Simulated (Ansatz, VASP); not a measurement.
**TiSe in VASP and in Ansatz**

File INCAR:

```
SYSTEM = TiSe
ALGO = Normal
EDIFF = 1E-6
ENCUT = 520
GGA = PS
ISIF = 2
ISMEAR = 0
ISPIN = 2
LASPH = .TRUE.
LCHARG = .FALSE.
LMAXMIX = 4
LORBIT = 11
LREAL = .FALSE.
LWAVE = .FALSE.
MAGMOM = 0.76 0
NBANDS = 20
NELM = 150
PREC = Accurate
SIGMA = 0.05
```

File KPOINTS:

```
k-points
0
G
  10 10 10
  0 0 0
```

The input POSCAR:

```
TiSe
1.0
    0.0000000000      2.8120511855      2.8120511855
    2.8120511855      0.0000000000      2.8120511855
    2.8120511855      2.8120511855      0.0000000000
Ti Se
1 1
Direct
    0.0000000000      0.0000000000      0.0000000000
    0.2500000000      0.2500000000      0.2500000000
```

Input for Ansatz:

```yaml
crystal:
  lattice:
    - [0.0, 2.8120511855, 2.8120511855]
    - [2.8120511855, 0.0, 2.8120511855]
    - [2.8120511855, 2.8120511855, 0.0]
  atoms:
    - { symbol: Ti, position: [0.0, 0.0, 0.0], spin: 0.76 }
    - { symbol: Se, position: [0.25, 0.25, 0.25] }
basis:
  ecutwfc: 420
  ecutrho_ratio: 4
kpoints:
  mp_grid: { grid: [10, 10, 10] }
hamiltonian:
  xc: pbesol
scf:
  occupations: { method: gaussian, width: 0.05 }
output:
  forces: true
  stress: true
  eigenvalues: true
  populations: true
magnetization:
  spin_polarized: true
```

Alike in both runs: task single point; functional PBEsol; k mesh 10 × 10 × 10; occupations gaussian, width 0.05 eV; collinear spin.

```csv
,VASP,Ansatz
version,VASP 6.6.1,Ansatz 0.2.0
potentials or method,"VASP PAW PBE potentials, release 64 (Ti_sv, Se), cutoff 520 eV","scalar-relativistic, plane waves, PAW"
valence electrons in the cell,18,28
```

```csv
,VASP,Ansatz,Ansatz less VASP
gap on the k mesh at the Fermi level (eV),none,none,-
pressure (GPa),3.5,3.3,-0.20
net moment per atom (μB),0.46,0.45,0.000
size of the moment on the site where the two differ most (μB),0.75,0.67,-0.075
```

VASP's potentials were made for PBE, not for PBEsol. Site moments also hang on the region over which each program counts them. A gap of «none» marks a metal or a gap that the smearing closes. VASP's potentials hold 18 valence electrons a cell and Ansatz's 28, so a difference there can come from the potentials and not from the codes.
